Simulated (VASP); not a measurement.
# S (P6_3/mmc) in VASP: notebook

The runs below take S through single point, with PBE+D4.

All numbers are computed with VASP 6.6.1; they aren't measurements. Logs are shortened: lines on timing, memory, paths and dates and some standing lists are left out, and cuts for length are marked.

## (1) The cell of the first run

Symmetry: P6_3/mmc, No. 194, hexagonal system. The conventional cell has a = 3.029 Å, b = 3.029 Å, c = 3.405 Å, α = 90.00°, β = 90.00°, γ = 120.00°. Within 3.2 Å of S (site symmetry -6m2) lie 12 S at 2.44 to 3.03 Å.

## (2) Single point, PBE+D4

INCAR

```
SYSTEM = S
ALGO = Normal ; EDIFF = 1E-6
ENCUT = 520 ; GGA = PE
ISIF = 2 ; ISMEAR = -1
IVDW = 13 ; LASPH = .True.
LCHARG = .False. ; LREAL = .False.
LWAVE = .False. ; NBANDS = 13
NELM = 100 ; PREC = Accurate
SIGMA = 0.05
```

KPOINTS

```
k-points
0
Gamma
  17 17 9
  0 0 0
```

POSCAR

```
S
1.0
    3.0292812051      0.0000000000      0.0000000000
   -1.5146406025      2.6234344788      0.0000000000
    0.0000000000      0.0000000000      3.4050843026
S
2
Direct
    0.3333333333      0.6666666667      0.2500000000
    0.6666666667      0.3333333333      0.7500000000
```

Potentials or basis: VASP PAW PBE potentials, release 64 (S).

Run with:

```
cat potpaw_PBE.64/S/POTCAR > POTCAR
mpirun -np 1 vasp_std > vasp.out
```

OUTCAR:

```text
SYSTEM = S
   EDIFF = 1E-6
   ENCUT = 520
   GGA = PE
   ISIF = 2
   ISMEAR = -1
   IVDW = 13
   LASPH = .True.
   LREAL = .False.
   NELM = 100
   PREC = Accurate

 ion  position               nearest neighbor table
   1  0.333  0.667  0.250-   2 2.44   2 2.44   2 2.44   2 2.44   2 2.44   2 2.44
   2  0.667  0.333  0.750-   1 2.44   1 2.44   1 2.44   1 2.44   1 2.44   1 2.44

  LATTYP: Found a hexagonal cell.
 ALAT       =     3.0292812051
 C/A-ratio  =     1.1240568544

  Lattice vectors:

 A1 = (   3.0292812051,   0.0000000000,   0.0000000000)
 A2 = (  -1.5146406025,   2.6234344788,   0.0000000000)
 A3 = (   0.0000000000,   0.0000000000,   3.4050843026)

Analysis of symmetry for initial positions (statically):
=====================================================================
 Subroutine PRICEL returns:
 Original cell was already a primitive cell.

 Routine SETGRP: Setting up the symmetry group for a
 hexagonal supercell.

 Subroutine GETGRP returns: Found 24 space group operations
 (whereof 12 operations were pure point group operations)
 out of a pool of 24 trial point group operations.

The static configuration has the point symmetry D_3d.
 The point group associated with its full space group is D_6h.

Analysis of symmetry for dynamics (positions and initial velocities):
=====================================================================
 Subroutine PRICEL returns:
 Original cell was already a primitive cell.

 Routine SETGRP: Setting up the symmetry group for a
 hexagonal supercell.

 Subroutine GETGRP returns: Found 24 space group operations
 (whereof 12 operations were pure point group operations)
 out of a pool of 24 trial point group operations.

The dynamic configuration has the point symmetry D_3d.
 The point group associated with its full space group is D_6h.

 Subroutine INISYM returns: Found 24 space group operations
 (whereof 12 operations are pure point group operations),
 and found     1 'primitive' translations

----------------------------------------------------------------------------------------

                                     Primitive cell

  volume of cell :      27.0606

  direct lattice vectors                    reciprocal lattice vectors
     3.029281205  0.000000000  0.000000000     0.330111314  0.190589856  0.000000000
    -1.514640603  2.623434479  0.000000000     0.000000000  0.381179712  0.000000000
     0.000000000  0.000000000  3.405084303     0.000000000  0.000000000  0.293678485

  length of vectors
     3.029281205  3.029281205  3.405084303     0.381179712  0.381179712  0.293678485

  position of ions in fractional coordinates (direct lattice)
     0.333333333  0.666666667  0.250000000
     0.666666667  0.333333333  0.750000000

  ion indices of the primitive-cell ions
   primitive index   ion index
                 1           1
                 2           2

----------------------------------------------------------------------------------------

 KPOINTS: k-points

Automatic generation of k-mesh.
 Grid dimensions read from file:
 generate k-points for:   17   17    9

 Generating k-lattice:

  Cartesian coordinates                     Fractional coordinates (reciprocal lattice)
     0.019418313  0.011211168  0.000000000     0.058823529 -0.000000000  0.000000000
     0.000000000  0.022422336  0.000000000     0.000000000  0.058823529  0.000000000
     0.000000000  0.000000000  0.032630943     0.000000000  0.000000000  0.111111111

  Length of vectors
     0.022422336  0.022422336  0.032630943

  Shift w.r.t. Gamma in fractional coordinates (k-lattice)
     0.000000000  0.000000000  0.000000000

 Subroutine IBZKPT returns following result:
 ===========================================

 Found    165 irreducible k-points:

 Following reciprocal coordinates:
            Coordinates               Weight
  0.000000  0.000000  0.000000      1.000000
  0.058824  0.000000  0.000000      6.000000
  0.117647  0.000000  0.000000      6.000000
  0.176471  0.000000  0.000000      6.000000
  0.235294  0.000000  0.000000      6.000000
  0.294118  0.000000  0.000000      6.000000
[... 16 lines left out ...]
  0.411765  0.117647  0.000000     12.000000
  0.176471  0.176471  0.000000      6.000000
 [... further k-points ...]
   k-points           NKPTS =    165   k-points in BZ     NKDIM =    165   number of bands    NBANDS=     13
   number of dos      NEDOS =    301   number of ions     NIONS =      2
   total plane-waves  NPLWV =  16128
   dimension x,y,z NGX =    24 NGY =   24 NGZ =   28
   dimension x,y,z NGXF=    48 NGYF=   48 NGZF=   56
   ions per type =               2
   NGX,Y,Z   is equivalent  to a cutoff of  13.17, 13.17, 13.67 a.u.
   NGXF,Y,Z  is equivalent  to a cutoff of  26.34, 26.34, 27.34 a.u.
 SYSTEM =  S
   PREC   = accura    normal or accurate (medium, high low for compatibility)
   ISTART =      0    job   : 0-new  1-cont  2-samecut
   ICHARG =      2    charge: 1-file 2-atom 10-const
   ISPIN  =      1    spin polarized calculation?
   LNONCOLLINEAR =      F non collinear calculations
   LSORBIT =      F    spin-orbit coupling
   LASPH  =      T    aspherical Exc in radial PAW
   ENCUT  =  520.0 eV  38.22 Ry    6.18 a.u.   5.63  5.63  6.33*2*pi/ulx,y,z
   NELM   =    100;   NELMIN=  2; NELMDL= -5     # of ELM steps
   EDIFF  = 0.1E-05   stopping-criterion for ELM
   LREAL  =      F    real-space projection
   EDIFFG = 0.1E-04   stopping-criterion for IOM
   NSW    =      0    number of steps for IOM
   IBRION =     -1    ionic relax: 0-MD 1-quasi-New 2-CG
   NFREE  =      0    steps in history (QN), initial steepest desc. (CG)
   ISIF   =      2    stress and relaxation
   ISYM   =      2    0-nonsym 1-usesym 2-fastsym
   POTIM  = 0.5000    time-step for ionic-motion
   TEBEG  =    0.0;   TEEND  =   0.0 temperature during run
   PSTRESS=    0.0 pullay stress
   NELECT =      12.0000    total number of electrons
   NUPDOWN=      -1.0000    fix difference up-down
   EMIN   =  10.00;   EMAX   =-10.00  energy-range for DOS
   EFERMI =   0.00;   METHOD = LEGACY
   ISMEAR =    -1;   SIGMA  =   0.05  broadening in eV -4-tet -1-fermi 0-gaus
   EFERMI_NEDOS =   21; number of points for ismear=-14 and -15
   IALGO  =     38    algorithm
   IMIX   =      4    mixing-type and parameters
     AMIX     =   0.40;   BMIX     =  1.00
     AMIX_MAG =   1.60;   BMIX_MAG =  1.00
  volume/ion in A,a.u.               =      13.53        91.31
  Fermi-wavevector in a.u.,A,eV,Ry     =   1.248406  2.359146 21.204935  1.558519
  Thomas-Fermi vector in A             =   2.382494
   LORBIT       =      0    0 simple, 1 ext, 2 COOP (PROOUT), +10 PAW based schemes
   GGA     = PE    functional components
   LHFCALC =     F    Hartree Fock is set to
   AEXX    =    0.0000 exact exchange contribution
   IVDW    =    13    specifies the selected vdW correction
   LEPSILON=     F    determine dielectric tensor
   LRPA    =     F    only Hartree local field effects (RPA)
 non-spin polarized calculation
  energy-cutoff  :      520.00
  volume of cell :       27.06
 maximum number of plane-waves:       745
 NGX is ok and might be reduce to    24
   NGX = 11   NGY = 11   NGZ = 13

 number of electron      12.0000004 magnetization

 Free energy of the ion-electron system (eV)
  ---------------------------------------------------
  ext. energy  EPLUGINS =         0.00000000
  ---------------------------------------------------
  free energy    TOTEN  =        -6.11452032 eV

  energy without entropy =       -6.10625078  energy(sigma->0) =       -6.11038555

 E-fermi :  10.4137     XC(G=0): -11.8117

 val. band max:       10.4009320715   @ k =   0.4118   0.1176   0.2222
 cond. band min:      10.4275232029   @ k =   0.4706   0.0588   0.3333
 fundamental gap:      0.0265911314
 Fermi energy:        10.4136996575

 k-point     1 :       0.0000    0.0000    0.0000
  band No.  band energies     occupation
      1      -8.8514      2.00000
      2       1.4152      2.00000
      3       2.8507      2.00000
      4       7.9018      2.00000
      5       7.9018      2.00000
      6      11.6529      0.00000
      7      11.6529      0.00000
      8      14.0634      0.00000
      9      15.6408      0.00000
     10      20.4109      0.00000
     11      21.2313      0.00000
     12      21.2313      0.00000
     13      22.0971      0.00000

 k-point     2 :       0.0588    0.0000    0.0000
  band No.  band energies     occupation
      1      -8.7883      2.00000
      2       1.3869      2.00000
      3       2.9094      2.00000
      4       7.5528      2.00000
      5       7.7508      2.00000
      6      11.5561      0.00000
      7      11.8163      0.00000
      8      14.4009      0.00000
      9      15.3652      0.00000
     10      20.0380      0.00000
     11      21.2167      0.00000
     12      21.6755      0.00000
     13      21.9371      0.00000

 k-point     3 :       0.1176    0.0000    0.0000
  band No.  band energies     occupation
      1      -8.5996      2.00000
      2       1.2737      2.00000
      3       3.0851      2.00000
      4       6.7766      2.00000
      5       7.3798      2.00000
      6      11.2287      0.00000
      7      12.2101      0.00000
      8      14.6434      0.00000
      9      15.2354      0.00000
     10      19.2864      0.00000
     11      21.2479      0.00000
     12      21.5370      0.00000
     13      22.4657      0.00000
[... 305 lines left out ...]
 k-point    23 :       0.4118    0.1176    0.0000
  band No.  band energies     occupation
      1      -5.2996      2.00000
      2      -2.9272      2.00000
      3       3.7213      2.00000
      4       6.0692      2.00000
      5       6.8479      2.00000
      6       8.7094      2.00000
      7       9.1634      2.00000
      8      12.9328      0.00000
      9      14.1921      0.00000
     10      17.6513      0.00000
     11      22.5840      0.00000
     12      23.2743      0.00000
     13      24.0409      0.00000

 k-point    24 :       0.1765    0.1765    0.0000
  band No.  band energies     occupation
      1      -7.1964      2.00000
      2      -0.3485      2.00000
      3       4.3855      2.00000
      4       4.5320      2.00000
      5       5.9581      2.00000
      6      10.9618      0.00003
      7      11.3474      0.00000
      8      12.4128      0.00000
      9      17.1303      0.00000
     10      17.1732      0.00000
     11      18.4836      0.00000
     12      24.3542      0.00000
     13      24.4653      0.00000

 [... further k-points ...]

------------------------ aborting loop because EDIFF is reached ----------------------------------------

  DFT-D4 for vdW energy calculation

  Edisp (eV):   -0.93467

  FORCE on cell =-STRESS in cart. coord.  units (eV):
  Direction    XX          YY          ZZ          XY          YZ          ZX
  --------------------------------------------------------------------------------------
  -------------------------------------------------------------------------------------
  Total       3.32032     3.32032     3.32018     0.00000     0.00000     0.00000
  in kB     196.58595   196.58595   196.57767     0.00000     0.00000     0.00000
  external pressure =      196.58 kB  Pullay stress =        0.00 kB

 VOLUME and BASIS-vectors are now :
 -----------------------------------------------------------------------------
  energy-cutoff  :      520.00
  volume of cell :       27.06
      direct lattice vectors                 reciprocal lattice vectors
     3.029281205  0.000000000  0.000000000     0.330111314  0.190589856  0.000000000
    -1.514640603  2.623434479  0.000000000     0.000000000  0.381179712  0.000000000
     0.000000000  0.000000000  3.405084303     0.000000000  0.000000000  0.293678485

 POSITION                                       TOTAL-FORCE (eV/Angst)
 -----------------------------------------------------------------------------------
     -0.00000      1.74896      0.85127         0.000000     -0.000000      0.000000
      1.51464      0.87448      2.55381        -0.000000      0.000000      0.000000
 -----------------------------------------------------------------------------------
    total drift:                               -0.000000      0.000000     -0.000000

  FREE ENERGIE OF THE ION-ELECTRON SYSTEM (eV)
  ---------------------------------------------------
  free  energy   TOTEN  =        -7.0491908307 eV

  energy  without entropy=       -7.0409212905  energy(sigma->0) =       -7.04505606
```

Wall time 17 s (1 thread of AMD EPYC 9R45 (Zen 5), shared host); peak memory 0.14 GiB.

Results:

```
Free energy                : -7.0492 eV
Pressure                   : 19.7 GPa
Band gap on the k mesh     : zero (band 6 reaches 11.65 eV, above the bottom of band 7 at 8.96 eV)
Dispersion energy per atom : -0.467 eV
```

Levels at points of the mesh, in eV from the Fermi level:
| k point | band 3 | band 4 | band 5 | band 6 | band 7 | band 8 | band 9 | band 10 |
| --- | --- | --- | --- | --- | --- | --- | --- | --- |
| (0.00, 0.00, 0.00) | -7.56 | -2.51 | -2.51 | 1.24 | 1.24 | 3.65 | 5.23 | 10.00 |

Caveat: pairwise dispersion overbinds metals, which lowers pressure and volume.

[end of part 1 of 2]
